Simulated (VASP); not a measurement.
Write the native input for VASP 6.6.1 that does the following.

| Item | Value |
| --- | --- |
| Task | single point |
| Functional | PBE |
| Potentials or basis | VASP PAW PBE potentials, release 64 (Si) |
| Cutoff | 520 eV |
| k mesh | 19 × 19 × 19 |
| Occupations | fermi-dirac, width 0.05 eV |
| Spin | no spin polarisation |
| Dipole correction | no |
| Further INCAR settings | ALGO = Normal; EDIFF = 1e-06; NBANDS = 8 |

The structure of Si lies in POSCAR:

```
Si
1.0
    0.0000000000      1.6309437728      1.6309437728
    1.6309437728      0.0000000000      1.6309437728
    1.6309437728      1.6309437728      0.0000000000
Si
1
Direct
    0.0000000000      0.0000000000      0.0000000000
```

The input as run:

INCAR

```
SYSTEM = Si
ALGO = Normal
EDIFF = 1E-6
ENCUT = 520
GGA = PE
ISIF = 2
ISMEAR = -1
LASPH = .True.
LCHARG = .False.
LREAL = .False.
LWAVE = .False.
NBANDS = 8
NELM = 100
PREC = Accurate
SIGMA = 0.05
```

KPOINTS

```
k-points
0
Gamma
  19 19 19
  0 0 0
```

Potentials or basis: VASP PAW PBE potentials, release 64 (Si).

Run with:

```console
$ cat potpaw_PBE.64/Si/POTCAR > POTCAR
$ mpirun -np 1 vasp_std > vasp.out
```

Results of the run:

| Item | Value |
| --- | --- |
| Pressure | 129.1 GPa |
| Band gap on the k mesh | zero (band 2 reaches 32.58 eV, above the bottom of band 3 at 14.94 eV) |

Wall time 5.1 s on 1 thread of Intel(R) Xeon(R) 6975P-C (Granite Rapids), on a shared host, peak memory 0.12 GiB.
